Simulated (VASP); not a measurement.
Write the native input for VASP 6.6.1 that does the following.

```
Task                   : single point
Functional             : PBE
Potentials or basis    : VASP PAW PBE potentials, release 64 (Cu_sv_GW, O)
Cutoff                 : 820 eV
k mesh                 : 4 × 4 × 4
Occupations            : gaussian, width 0.01 eV
Spin                   : no spin polarisation
Dipole correction      : no
Further INCAR settings : ALGO = Normal; EDIFF = 1e-06; NBANDS = 53
```

The structure of Cu2O lies in POSCAR:

```
Cu2O
1.0
    4.2747853622      0.0000000000      0.0000000000
    0.0000000000      4.2747853622      0.0000000000
    0.0000000000      0.0000000000      4.2747853622
Cu O
4 2
Direct
    0.2500000000      0.2500000000      0.2500000000
    0.2500000000      0.7500000000      0.7500000000
    0.7500000000      0.7500000000      0.2500000000
    0.7500000000      0.2500000000      0.7500000000
    0.0000000000      0.0000000000      0.0000000000
    0.5000000000      0.5000000000      0.5000000000
```

These files were run (other wordings do the same):

INCAR

```
ALGO     = Normal         # electronic algorithm
EDIFF    = 1E-6           # SCF threshold, eV
ENCUT    = 820            # plane-wave cutoff, eV
GGA      = PE             # functional
GGA_COMPAT= F            
ISIF     = 2              # what is computed and relaxed
ISMEAR   = 0              # smearing method
LASPH    = T              # aspherical terms in the spheres
LCHARG   = F              # write CHGCAR
LREAL    = F              # projectors in reciprocal space
LWAVE    = F              # write WAVECAR
NBANDS   = 53             # bands
NELM     = 120            # most SCF steps
PREC     = Accurate       # precision mode
SIGMA    = 0.01           # smearing width, eV
```

KPOINTS

```
k-points
0
Gamma
  4 4 4
```

Potentials or basis: VASP PAW PBE potentials, release 64 (Cu_sv_GW, O).

Run with:

```sh
$ cat potpaw_PBE.64/Cu_sv_GW/POTCAR potpaw_PBE.64/O/POTCAR > POTCAR
$ mpirun -np 1 vasp_std > vasp.out
```

It gave:

The pressure is 1.2 GPa. The band gap on the k mesh is 0.52 eV.

Caveat: semilocal functionals underestimate gaps, and a narrow one can read as zero.

Run time: 2.1 min on 1 thread of Intel(R) Xeon(R) Platinum 8259CL CPU @ 2.50GHz (Skylake/Cascade Lake), on a shared host, peak memory 0.28 GiB.
